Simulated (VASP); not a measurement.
Si (a cell with a defect): single point with PBEsol

Si (a cell with a defect):

```
Si
1.0
     0.00000    5.43000    5.43000
     5.43000    0.00000    5.43000
     5.43000    5.43000    0.00000
Si
17
Direct
  0.98815 0.98802 0.03645
  0.12955 0.12943 0.12666
  0.00791 0.00780 0.50547
  0.11188 0.11175 0.66530
  0.00660 0.50147 0.99111
  0.12949 0.61499 0.12674
  0.00782 0.47950 0.50553
  0.13776 0.62183 0.61923
  0.50158 0.00648 0.99113
  0.61511 0.12936 0.12677
  0.47963 0.00768 0.50556
  0.62195 0.13763 0.61924
  0.50154 0.50140 0.99119
  0.63300 0.63288 0.10185
  0.50844 0.50831 0.47556
  0.62191 0.62178 0.61929
  0.85817 0.85804 0.42646
```

* Program: VASP 6.6.1
* Task: single point
* Functional: PBEsol
* Potentials or basis: VASP PAW PBE potentials, release 64 (Si)
* Cutoff: 520 eV
* k mesh: 2 × 2 × 2
* Occupations: gaussian, width 0.02 eV
* Spin: no spin polarisation
* Dipole correction: no
* Further INCAR settings: LREAL = Auto; ALGO = Normal; EDIFF = 1e-06; NBANDS = 48

```yaml
Pressure: 3.2 GPa
Largest_force: 0.262 eV/Å
Band_gap_on_the_k_mesh: zero (band 34 reaches 6.78 eV, above the bottom of band 35 at 6.64 eV)
```

Forces on the atoms (eV/Å):
```
Si  -0.092 -0.091  0.093
Si  -0.004 -0.003 -0.031
Si  -0.017 -0.017 -0.089
Si  -0.061 -0.061  0.060
Si   0.023  0.026 -0.023
Si   0.031 -0.003  0.003
Si   0.089 -0.016  0.017
Si   0.024  0.024 -0.024
Si   0.026  0.022 -0.023
Si  -0.003  0.032  0.004
Si  -0.017  0.089  0.017
Si   0.024  0.024 -0.024
Si   0.023  0.023 -0.025
Si   0.039  0.039 -0.038
Si   0.040  0.040 -0.043
Si   0.025  0.025 -0.024
Si  -0.151 -0.152  0.150
```

Stress tensor (GPa, compression positive):
```
 3.18 -0.25  0.25
-0.25  3.18  0.25
 0.25  0.25  3.18
```

Levels at points of the mesh, in eV from the Fermi level:
| k point | band 32 | band 33 | band 34 | band 35 | band 36 | band 37 |
| --- | --- | --- | --- | --- | --- | --- |
| (0.00, 0.00, 0.00) | -0.73 | -0.73 | -0.43 | -0.14 | -0.14 | 0.06 |
| (0.50, 0.00, 0.00) | -1.37 | -1.17 | -0.23 | 0.27 | 0.73 | 0.79 |
| (0.00, 0.50, 0.00) | -1.37 | -1.17 | -0.23 | 0.27 | 0.73 | 0.79 |
| (0.00, 0.00, 0.50) | -1.32 | -1.32 | -0.35 | 0.40 | 0.40 | 1.03 |
| (0.50, 0.50, 0.50) | -1.37 | -1.17 | -0.23 | 0.27 | 0.73 | 0.79 |
| (0.50, 0.50, 0.00) | -1.78 | -0.90 | 0.01 | 0.57 | 1.09 | 1.21 |
| (0.00, 0.50, 0.50) | -1.78 | -0.90 | 0.01 | 0.57 | 1.09 | 1.21 |
| (0.50, 0.00, 0.50) | -1.78 | -0.90 | 0.01 | 0.57 | 1.09 | 1.21 |

It took 6.7 min on 1 thread of Intel(R) Xeon(R) Platinum 8488C (Sapphire Rapids), on a shared host, peak memory 0.46 GiB.

Caveat: the k points lie up to 0.50 Å⁻¹ apart; the PAW data sets were made with another functional, which shifts forces and pressure a little.
